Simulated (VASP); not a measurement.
ZrN, 2 atoms in the cell. It takes space group Fm-3m (No. 225, cubic). The conventional cell has a = 4.600 Å, b = 4.600 Å, c = 4.600 Å, α = 90.00°, β = 90.00°, γ = 90.00°. Within 3.0 Å of Zr (site symmetry m-3m) lie 6 N at 2.30 Å. Within 3.0 Å of N (site symmetry m-3m) lie 6 Zr at 2.30 Å. 

- Program: VASP 6.6.1
- Task: single point
- Functional: r2SCAN
- Potentials or basis: VASP PAW PBE potentials, release 64 (Zr_sv, N)
- Cutoff: 660 eV
- k mesh: 10 × 10 × 10
- Occupations: fermi-dirac, width 0.1 eV
- Spin: no spin polarisation
- Dipole correction: no
- Further INCAR settings: ALGO = Normal; EDIFF = 1e-06; NBANDS = 16

Potentials or basis: VASP PAW PBE potentials, release 64 (Zr_sv, N).

The run is started by

```bash
$ cat potpaw_PBE.64/Zr_sv/POTCAR potpaw_PBE.64/N/POTCAR > POTCAR
$ cp INCAR.step1 INCAR
$ mpirun -np 1 vasp_std > vasp.out
$ cp INCAR.step2 INCAR
$ mpirun -np 1 vasp_std > vasp.out
```

Hardware: 1 thread of Intel(R) Xeon(R) 6975P-C (Granite Rapids), with other jobs on the host.

**Question.** Estimate the wall time of this run.

**Answer.** Wall time 43 s on 1 thread of Intel(R) Xeon(R) 6975P-C (Granite Rapids), with other jobs on the host, peak memory 0.18 GiB. Counts: k points 47.
